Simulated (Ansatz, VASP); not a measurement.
# K3I2Br in VASP and in Ansatz

```xyz
6
Lattice="4.5933 0.0000 0.0000 -2.2967 3.9779 0.0000 0.0000 0.0000 12.0308" Properties=species:S:1:pos:R:3 pbc="T T T"
K     0.0000    0.0000    6.0154
K     0.0000    2.6519    1.8152
K     2.2967    1.3260   10.2156
I     0.0000    2.6519    8.1168
I     2.2967    1.3260    3.9140
Br    0.0000    0.0000    0.0000
```

Alike in both runs: functional LDA; k mesh 6 × 6 × 2; occupations gaussian, width 0.05 eV; no spin polarisation.

Ansatz relaxed the structure, and its values are those at the end. VASP's run is a single point on that final structure, the one shown.

|  | VASP | Ansatz |
| --- | --- | --- |
| version | VASP 6.6.1 | Ansatz 0.2.0 |
| potentials or method | VASP PAW LDA potentials, release 64 (K_sv, I, Br), cutoff 520 eV | scalar-relativistic, plane waves, PAW |
| valence electrons in the cell | 48 | 68 |

```tsv
	VASP	Ansatz	Ansatz less VASP
gap on the k mesh at the Fermi level (eV)	3.63	3.63	-0.008
least direct gap on the mesh (eV)	3.63	3.63	-0.008
pressure (GPa)	0.2	0.2	-0.08
```

LDA's correlation is that of Perdew and Zunger in VASP and of Perdew and Wang (1992) in Ansatz. VASP's potentials hold 48 valence electrons a cell and Ansatz's 68, so a difference there can come from the potentials and not from the codes. Ansatz's warnings: stress scf threshold loose.

Spin-orbit coupling is off throughout.
